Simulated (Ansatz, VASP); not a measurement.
Nb5N: VASP beside Ansatz

```
CELL_PARAMETERS angstrom
3.33861 0.00000 0.00000
-1.66930 2.89132 0.00000
0.00000 0.00000 11.23384
ATOMIC_POSITIONS crystal
Nb 0.66667 0.33333 0.00000
Nb 0.00000 0.00000 0.79357
Nb 0.00000 0.00000 0.20643
Nb 0.66667 0.33333 0.39025
Nb 0.66667 0.33333 0.60975
N 0.00000 0.00000 0.00000
```

Alike in both runs: functional PBE; k mesh 6 × 6 × 2; occupations gaussian, width 0.1 eV; no spin polarisation.

Ansatz relaxed the structure, and its values are those at the end. VASP's run is a single point on that final structure, the one shown.

```csv
,VASP,Ansatz
version,VASP 6.6.1,Ansatz 0.2.0
potentials or method,"VASP PAW PBE potentials, release 64 (Nb_sv, N), cutoff 520 eV","scalar-relativistic, plane waves, PAW"
valence electrons in the cell,70,70
```

|  | VASP | Ansatz | Ansatz less VASP |
| --- | --- | --- | --- |
| gap on the k mesh at the Fermi level (eV) | none | none | - |
| pressure (GPa) | -0.5 | -0.1 | +0.34 |
| rms of the force components (eV/Å) | 0.002 | 0.007 | +0.0049 |

A gap of «none» marks a metal or a gap that the smearing closes. The functional is the same, so the differences come from potentials, cutoffs and numerics.

The k mesh is coarse, so the values compare programs but aren't converged.
